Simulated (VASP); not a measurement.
# Hf12H (a cell with a defect) in VASP: single point with PBEsol

Aim: the single point of Hf12H (a cell with a defect) with PBEsol.

Program: VASP 6.6.1. These are calculated values, not measurements. Logs are shortened: lines on timing, memory, paths and dates and some standing lists are left out, and cuts for length are marked.

## (1) The cell of the first run

The cell holds a defect, 13 atoms: a = 6.400 Å, b = 9.600 Å, c = 5.062 Å, α = 90.00°, β = 90.00°, γ = 120.00°.

## (2) Single point, PBEsol

File INCAR:

```
  PREC = Accurate
  ENCUT = 520
  EDIFF = 1E-6
  ISMEAR = -1
  SIGMA = 0.1
  LREAL = False
  LASPH = True
  NELM = 80
  ALGO = Normal
  ISIF = 2
  LWAVE = False
  LCHARG = False
  GGA = PS
  NBANDS = 72
```

File KPOINTS:

```
Automatic mesh
0
Gamma
  2 2 2
```

File POSCAR:

```
Hf12H
1.0
    6.4000000000      0.0000000000      0.0000000000
   -4.8000000000      8.3138440000      0.0000000000
    0.0000000000      0.0000000000      5.0624000000
Hf H
12 1
Direct
    0.0009416788     -0.0015193089     -0.0020211307
    0.1664125798      0.2227956522      0.4990926208
    0.0035822571      0.3285043533     -0.0015823550
    0.1749250598      0.5615705986      0.5008465882
    0.0032849795      0.6690598330      0.0031761131
    0.1688652160      0.8923655350      0.5013365830
    0.4983637090     -0.0025785376     -0.0012397117
    0.6634459717      0.2202172858      0.4972392599
    0.4923230004      0.3281036196     -0.0013033618
    0.6634855877      0.5611128460      0.5010043188
    0.5008529248      0.6671131743      0.0004278585
    0.6661571858      0.8912829231      0.5018775830
    0.8350745497      0.4477115255      0.2495514339
```

Potentials or basis: VASP PAW PBE potentials, release 64 (Hf_pv, H).

Launch:

```console
$ cat potpaw_PBE.64/Hf_pv/POTCAR potpaw_PBE.64/H/POTCAR > POTCAR
$ mpirun -np 1 vasp_std > vasp.out
```

OUTCAR:

```text
PREC = Accurate
   ENCUT = 520
   EDIFF = 1E-6
   ISMEAR = -1
   LREAL = False
   LASPH = True
   NELM = 80
   ISIF = 2
   GGA = PS

 ion  position               nearest neighbor table
   1  0.001  0.998  0.998-   6 3.10  12 3.12   6 3.13   2 3.14   2 3.15   9 3.15  12 3.15   3 3.16
                             5 3.17   7 3.19  11 3.19   7 3.21
   2  0.166  0.223  0.499-   3 3.09   3 3.10   9 3.11   9 3.11   1 3.14   1 3.15   6 3.18  12 3.19
                             8 3.19   8 3.21  10 3.22   4 3.23
   3  0.004  0.329  0.998-  13 2.31   2 3.09   2 3.10   9 3.13   8 3.15   1 3.16   8 3.16   4 3.18
                             4 3.20   7 3.21  11 3.22   9 3.27   5 3.27
   4  0.175  0.562  0.501-  13 2.27  11 3.11  11 3.11   5 3.12  10 3.13   5 3.14  12 3.15   3 3.18
                             6 3.20   3 3.20   2 3.23  10 3.27   8 3.28
   5  0.003  0.669  0.003-  13 2.22   4 3.12   6 3.13   4 3.14   6 3.15  10 3.15   7 3.16  10 3.16
                             1 3.17  11 3.19  11 3.21   3 3.27   9 3.27
   6  0.169  0.892  0.501-   1 3.10   7 3.11   1 3.13   5 3.13   7 3.13   5 3.15   8 3.16   2 3.18
                            12 3.19   4 3.20  10 3.21  12 3.21
   7  0.498  0.997  0.999-  12 3.10   6 3.11  12 3.13   8 3.13   6 3.13   8 3.14   5 3.16  11 3.18
                             1 3.19   9 3.19   3 3.21   1 3.21
   8  0.663  0.220  0.497-  13 2.27   9 3.13   7 3.13   9 3.14   7 3.14   3 3.15   6 3.16   3 3.16
                            12 3.17   2 3.19   2 3.21  10 3.27   4 3.28
   9  0.492  0.328  0.999-  13 2.29   2 3.11   2 3.11   8 3.13   3 3.13   8 3.14   1 3.15  10 3.18
                             7 3.19  10 3.20  11 3.23   3 3.27   5 3.27
  10  0.663  0.561  0.501-  13 2.28  11 3.09  11 3.10   4 3.13   5 3.15  12 3.16   5 3.16   9 3.18
                             9 3.20   6 3.21   2 3.22   4 3.27   8 3.27
  11  0.501  0.667  0.000-  10 3.09  10 3.10   4 3.11   4 3.11  12 3.14  12 3.15   7 3.18   1 3.19
                             5 3.19   5 3.21   3 3.22   9 3.23
  12  0.666  0.891  0.502-   7 3.10   1 3.12   7 3.13  11 3.14  11 3.15   4 3.15   1 3.15  10 3.16
                             8 3.17   6 3.19   2 3.19   6 3.21
  13  0.835  0.448  0.250-   5 2.22   8 2.27   4 2.27  10 2.28   9 2.29   3 2.31

  LATTYP: Found a simple monoclinic cell.
 ALAT       =     6.4000000000
 B/A-ratio  =     0.7910000000
 C/A-ratio  =     1.3228756745
 COS(beta)  =    -0.1889822338

  Lattice vectors:

 A1 = (   6.4000000000,   0.0000000000,   0.0000000000)
 A2 = (   0.0000000000,   0.0000000000,   5.0624000000)
 A3 = (  -1.6000000000,  -8.3138440000,   0.0000000000)

Analysis of symmetry for initial positions (statically):
=====================================================================
 Subroutine PRICEL returns:
 Original cell was already a primitive cell.

 Routine SETGRP: Setting up the symmetry group for a
 simple monoclinic supercell.

 Subroutine GETGRP returns: Found  1 space group operations
 (whereof  1 operations were pure point group operations)
 out of a pool of  4 trial point group operations.

The static configuration has the point symmetry C_1 .

Analysis of symmetry for dynamics (positions and initial velocities):
=====================================================================
 Subroutine PRICEL returns:
 Original cell was already a primitive cell.

 Routine SETGRP: Setting up the symmetry group for a
 simple monoclinic supercell.

 Subroutine GETGRP returns: Found  1 space group operations
 (whereof  1 operations were pure point group operations)
 out of a pool of  4 trial point group operations.

The dynamic configuration has the point symmetry C_1 .

 Subroutine INISYM returns: Found  1 space group operations
 (whereof  1 operations are pure point group operations),
 and found     1 'primitive' translations

----------------------------------------------------------------------------------------

                                     Primitive cell

  volume of cell :     269.3632

  direct lattice vectors                    reciprocal lattice vectors
     6.400000000  0.000000000  0.000000000     0.156250000  0.090210978  0.000000000
    -4.800000000  8.313844000  0.000000000     0.000000000  0.120281304  0.000000000
     0.000000000  0.000000000  5.062400000     0.000000000  0.000000000  0.197534766

  length of vectors
     6.400000000  9.600000107  5.062400000     0.180421958  0.120281304  0.197534766

  position of ions in fractional coordinates (direct lattice)
     0.000941679  0.998480691  0.997978869
     0.166412580  0.222795652  0.499092621
     0.003582257  0.328504353  0.998417645
     0.174925060  0.561570599  0.500846588
     0.003284980  0.669059833  0.003176113
     0.168865216  0.892365535  0.501336583
     0.498363709  0.997421462  0.998760288
     0.663445972  0.220217286  0.497239260
     0.492323000  0.328103620  0.998696638
     0.663485588  0.561112846  0.501004319
     0.500852925  0.667113174  0.000427858
     0.666157186  0.891282923  0.501877583
     0.835074550  0.447711525  0.249551434

  ion indices of the primitive-cell ions
   primitive index   ion index
                 1           1
                 2           2
                 3           3
                 4           4
                 5           5
                 6           6
                 7           7
                 8           8
                 9           9
                10          10
                11          11
                12          12
                13          13

----------------------------------------------------------------------------------------

 KPOINTS: Automatic mesh

Automatic generation of k-mesh.
 Grid dimensions read from file:
 generate k-points for:    2    2    2

 Generating k-lattice:

  Cartesian coordinates                     Fractional coordinates (reciprocal lattice)
     0.078125000  0.045105489  0.000000000     0.500000000 -0.000000000  0.000000000
     0.000000000  0.060140652  0.000000000     0.000000000  0.500000000  0.000000000
     0.000000000  0.000000000  0.098767383     0.000000000  0.000000000  0.500000000

  Length of vectors
     0.090210979  0.060140652  0.098767383

  Shift w.r.t. Gamma in fractional coordinates (k-lattice)
     0.000000000  0.000000000  0.000000000

 Subroutine IBZKPT returns following result:
 ===========================================

 Found      8 irreducible k-points:

 Following reciprocal coordinates:
            Coordinates               Weight
  0.000000  0.000000  0.000000      1.000000
  0.500000 -0.000000  0.000000      1.000000
  0.000000  0.500000  0.000000      1.000000
  0.500000  0.500000  0.000000      1.000000
  0.000000  0.000000  0.500000      1.000000
  0.500000 -0.000000  0.500000      1.000000
  0.000000  0.500000  0.500000      1.000000
  0.500000  0.500000  0.500000      1.000000
   k-points           NKPTS =      8   k-points in BZ     NKDIM =      8   number of bands    NBANDS=     72
   number of dos      NEDOS =    301   number of ions     NIONS =     13
   total plane-waves  NPLWV = 138240
   dimension x,y,z NGX =    48 NGY =   72 NGZ =   40
   dimension x,y,z NGXF=    96 NGYF=  144 NGZF=   80
   ions per type =              12   1
   NGX,Y,Z   is equivalent  to a cutoff of  12.47, 12.47, 13.14 a.u.
   NGXF,Y,Z  is equivalent  to a cutoff of  24.94, 24.94, 26.27 a.u.
 SYSTEM =  unknown system
   PREC   = accura    normal or accurate (medium, high low for compatibility)
   ISTART =      0    job   : 0-new  1-cont  2-samecut
   ICHARG =      2    charge: 1-file 2-atom 10-const
   ISPIN  =      1    spin polarized calculation?
   LNONCOLLINEAR =      F non collinear calculations
   LSORBIT =      F    spin-orbit coupling
   LASPH  =      T    aspherical Exc in radial PAW
   ENCUT  =  520.0 eV  38.22 Ry    6.18 a.u.  11.90 17.85  9.41*2*pi/ulx,y,z
   NELM   =     80;   NELMIN=  2; NELMDL= -5     # of ELM steps
   EDIFF  = 0.1E-05   stopping-criterion for ELM
   LREAL  =      F    real-space projection
   EDIFFG = 0.1E-04   stopping-criterion for IOM
   NSW    =      0    number of steps for IOM
   IBRION =     -1    ionic relax: 0-MD 1-quasi-New 2-CG
   NFREE  =      0    steps in history (QN), initial steepest desc. (CG)
   ISIF   =      2    stress and relaxation
   ISYM   =      2    0-nonsym 1-usesym 2-fastsym
   POTIM  = 0.5000    time-step for ionic-motion
   TEBEG  =    0.0;   TEEND  =   0.0 temperature during run
   PSTRESS=    0.0 pullay stress
   NELECT =     121.0000    total number of electrons
   NUPDOWN=      -1.0000    fix difference up-down
   EMIN   =  10.00;   EMAX   =-10.00  energy-range for DOS
   EFERMI =   0.00;   METHOD = LEGACY
   ISMEAR =    -1;   SIGMA  =   0.10  broadening in eV -4-tet -1-fermi 0-gaus
   EFERMI_NEDOS =   21; number of points for ismear=-14 and -15
   IALGO  =     38    algorithm
   IMIX   =      4    mixing-type and parameters
     AMIX     =   0.40;   BMIX     =  1.00
     AMIX_MAG =   1.60;   BMIX_MAG =  1.00
  volume/ion in A,a.u.               =      20.72       139.83
  Fermi-wavevector in a.u.,A,eV,Ry     =   1.253787  2.369314 21.388120  1.571982
  Thomas-Fermi vector in A             =   2.387623
   LORBIT       =      0    0 simple, 1 ext, 2 COOP (PROOUT), +10 PAW based schemes
   GGA     = PS    functional components
   LHFCALC =     F    Hartree Fock is set to
   AEXX    =    0.0000 exact exchange contribution
   IVDW    =     0    specifies the selected vdW correction
   LEPSILON=     F    determine dielectric tensor
   LRPA    =     F    only Hartree local field effects (RPA)
 non-spin polarized calculation
  energy-cutoff  :      520.00
  volume of cell :      269.36
 maximum number of plane-waves:      7280
 NGX is ok and might be reduce to    48
   NGX = 23   NGY = 35   NGZ = 19

 number of electron     121.0000008 magnetization

 Free energy of the ion-electron system (eV)
  ---------------------------------------------------
  ext. energy  EPLUGINS =         0.00000000
  ---------------------------------------------------
  free energy    TOTEN  =      -129.36035129 eV

  energy without entropy =     -128.99048363  energy(sigma->0) =     -129.17541746

 E-fermi :   4.6825     XC(G=0): -11.4187

 val. band max:        4.6511883331   @ k =   0.0000   0.5000   0.0000
 cond. band min:       4.6960186964   @ k =   0.5000   0.5000   0.5000
 fundamental gap:      0.0448303632
 Fermi energy:         4.6825474607

 k-point     1 :       0.0000    0.0000    0.0000
  band No.  band energies     occupation
      1     -26.2293      2.00000
      2     -26.0591      2.00000
      3     -26.0220      2.00000
      4     -25.9828      2.00000
      5     -25.9633      2.00000
      6     -25.9617      2.00000
[... 64 lines left out ...]
     71       5.9589      0.00001
     72       6.0488      0.00000

 k-point     2 :       0.5000   -0.0000    0.0000
  band No.  band energies     occupation
      1     -26.0968      2.00000
      2     -26.0782      2.00000
      3     -26.0275      2.00000
      4     -25.9970      2.00000
      5     -25.9756      2.00000
      6     -25.9601      2.00000
[... 64 lines left out ...]
     71       6.1207      0.00000
     72       6.1892      0.00000

 k-point     3 :       0.0000    0.5000    0.0000
  band No.  band energies     occupation
      1     -26.1839      2.00000
      2     -26.1380      2.00000
      3     -26.0705      2.00000
      4     -26.0368      2.00000
      5     -25.9794      2.00000
      6     -25.9651      2.00000
[... 364 lines left out ...]
     71       5.9407      0.00001
     72       6.0040      0.00000

 k-point     8 :       0.5000    0.5000    0.5000
  band No.  band energies     occupation
      1     -26.0551      2.00000
      2     -26.0544      2.00000
      3     -26.0390      2.00000
      4     -26.0294      2.00000
      5     -26.0202      2.00000
      6     -26.0026      2.00000
[... 64 lines left out ...]
     71       5.3067      0.00389
     72       5.3292      0.00311

------------------------ aborting loop because EDIFF is reached ----------------------------------------

  FORCE on cell =-STRESS in cart. coord.  units (eV):
  Direction    XX          YY          ZZ          XY          YZ          ZX
  --------------------------------------------------------------------------------------
  -------------------------------------------------------------------------------------
  Total       -7.2021009     -7.4829150     -4.6871915     -0.2339700      0.0672234     -0.0354414
  in kB      -42.8382266    -44.5085138    -27.8794997     -1.3916576      0.3998461     -0.2108063
  external PRESSURE =     -38.4087467 kB  Pullay stress =       0.0000000 kB

 VOLUME and BASIS-vectors are now :
 -----------------------------------------------------------------------------
  energy-cutoff  :      520.00
  volume of cell :      269.36
      direct lattice vectors                 reciprocal lattice vectors
     6.400000000  0.000000000  0.000000000     0.156250000  0.090210978  0.000000000
    -4.800000000  8.313844000  0.000000000     0.000000000  0.120281304  0.000000000
     0.000000000  0.000000000  5.062400000     0.000000000  0.000000000  0.197534766

 POSITION                                       TOTAL-FORCE (eV/Angst)
 -----------------------------------------------------------------------------------
     -4.78668      8.30121      5.05217         0.010786      0.007293     -0.014828
     -0.00438      1.85229      2.52661        -0.000895     -0.007704     -0.000783
     -1.55389      2.73113      5.05439         0.001719      0.005000      0.007919
     -1.57602      4.66881      2.53549        -0.012366      0.001998     -0.008801
     -3.19046      5.56246      0.01608         0.003561      0.029159     -0.012634
     -3.20262      7.41899      2.53797         0.003680      0.002203      0.004240
     -1.59810      8.29241      5.05612        -0.008599     -0.000367     -0.001882
      3.18901      1.83085      2.51722        -0.003423      0.013523     -0.011066
      1.57597      2.72780      5.05580         0.000664      0.003964      0.011437
      1.55297      4.66500      2.53628         0.004353      0.003701     -0.002537
      0.00332      5.54627      0.00217         0.000704      0.001280      0.002071
     -0.01475      7.40999      2.54071        -0.005334     -0.009926      0.015339
      3.19546      3.72220      1.26333         0.005149     -0.050125      0.011523
 -----------------------------------------------------------------------------------
    total drift:                                0.000083      0.000090      0.000061

  FREE ENERGIE OF THE ION-ELECTRON SYSTEM (eV)
  ---------------------------------------------------
  free  energy   TOTEN  =      -129.3603512906 eV

  energy  without entropy=     -128.9904836349  energy(sigma->0) =     -129.17541746
```

It took 6.4 min on 1 thread of Intel Xeon 8259CL, shared host; peak memory 0.41 GiB.

What came out:

| Quantity | Value |
| --- | --- |
| Free energy | -129.3604 eV |
| Pressure | -3.8 GPa |
| Largest force | 0.052 eV/Å |
| Band gap on the k mesh | zero (an odd number of electrons rules out a gap without spin polarisation) |

Forces on the atoms (eV/Å):
```
Hf   0.011  0.007 -0.015
Hf  -0.001 -0.008 -0.001
Hf   0.002  0.005  0.008
Hf  -0.012  0.002 -0.009
Hf   0.004  0.029 -0.013
Hf   0.004  0.002  0.004
Hf  -0.009  0.000 -0.002
Hf  -0.003  0.014 -0.011
Hf   0.001  0.004  0.011
Hf   0.004  0.004 -0.003
Hf   0.001  0.001  0.002
Hf  -0.005 -0.010  0.015
H    0.005 -0.050  0.012
```

Stress tensor (GPa, compression positive):
```
-4.28 -0.14 -0.02
-0.14 -4.45  0.04
-0.02  0.04 -2.79
```

Levels at points of the mesh, in eV from the Fermi level:
| k point | band 56 | band 57 | band 58 | band 59 | band 60 | band 61 | band 62 | band 63 | band 64 | band 65 |
| --- | --- | --- | --- | --- | --- | --- | --- | --- | --- | --- |
| (0.00, 0.00, 0.00) | -0.79 | -0.66 | -0.55 | 0.31 | 0.57 | 0.60 | 0.74 | 0.88 | 0.90 | 0.97 |
| (0.50, 0.00, 0.00) | -0.92 | -0.74 | -0.73 | -0.52 | -0.45 | 0.21 | 0.43 | 0.64 | 0.70 | 0.74 |
| (0.00, 0.50, 0.00) | -0.70 | -0.36 | -0.21 | -0.03 | 0.15 | 0.34 | 0.60 | 0.67 | 0.87 | 0.89 |
| (0.50, 0.50, 0.00) | -1.03 | -0.79 | -0.58 | -0.49 | -0.38 | 0.20 | 0.46 | 0.49 | 0.67 | 0.74 |
| (0.00, 0.00, 0.50) | -0.66 | -0.64 | -0.62 | -0.33 | 0.06 | 0.19 | 0.22 | 0.23 | 0.27 | 0.56 |
| (0.50, 0.00, 0.50) | -0.63 | -0.62 | -0.61 | -0.53 | -0.49 | -0.21 | -0.18 | -0.14 | -0.14 | 0.33 |
| (0.00, 0.50, 0.50) | -0.66 | -0.50 | -0.33 | -0.29 | -0.21 | -0.08 | 0.10 | 0.21 | 0.23 | 0.69 |
| (0.50, 0.50, 0.50) | -0.63 | -0.52 | -0.52 | -0.49 | -0.40 | -0.17 | -0.08 | 0.01 | 0.03 | 0.12 |

Caveat: the k points lie up to 0.62 Å⁻¹ apart, too coarse for converged energies and pressures of a metal; the PAW data sets were made with another functional, which shifts forces and pressure a little; spin-orbit coupling is left out, which moves the levels of the heavy elements.

The gap in the log of VASP goes by the Fermi energy; the results here count the filled bands.